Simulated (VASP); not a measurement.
# ZnS: single point with PBE

ZnS:

```
Zn S
1.0
     3.19473    0.00000    0.00000
     0.00000    3.19473    0.00000
     0.00000    0.00000    3.19473
Zn S
1 1
Direct
  0.50000 0.50000 0.50000
  0.00000 0.00000 0.00000
```

The cell was built from a structure type or drawn by symmetry, and may not be a known phase.

* Program: VASP 6.6.1
* Task: single point
* Functional: PBE
* Potentials or basis: VASP PAW PBE potentials, release 64 (Zn, S)
* Cutoff: 500 eV
* k mesh: 6 × 6 × 6
* Occupations: gaussian, width 0.1 eV
* Spin: no spin polarisation
* Dipole correction: no
* Further INCAR settings: ALGO = Normal; EDIFF = 1e-06; NBANDS = 16

```json
{
 "Pressure": "0.0 GPa",
 "Band gap on the k mesh": "zero (bands 9 and 10 overlap by 0.77 eV)"
}
```

Levels at points of the mesh, in eV from the Fermi level:
| k point | band 7 | band 8 | band 9 | band 10 | band 11 | band 12 |
| --- | --- | --- | --- | --- | --- | --- |
| (0.00, 0.00, 0.00) | -1.37 | -1.37 | -1.37 | -0.66 | 6.08 | 6.08 |
| (0.50, 0.00, 0.00) | -6.18 | -0.02 | -0.02 | 3.75 | 4.69 | 7.11 |
| (0.50, 0.50, 0.00) | -5.30 | -5.30 | -1.78 | 0.29 | 8.29 | 8.29 |
| (0.50, 0.50, 0.50) | -2.69 | -2.69 | -2.69 | 1.24 | 1.24 | 1.24 |

Run time: 6.2 s on 1 thread of Intel(R) Xeon(R) Platinum 8488C (Sapphire Rapids), with other jobs on the host, peak memory 0.13 GiB.

Caveat: semilocal functionals underestimate gaps, so a narrow gap can read as zero.
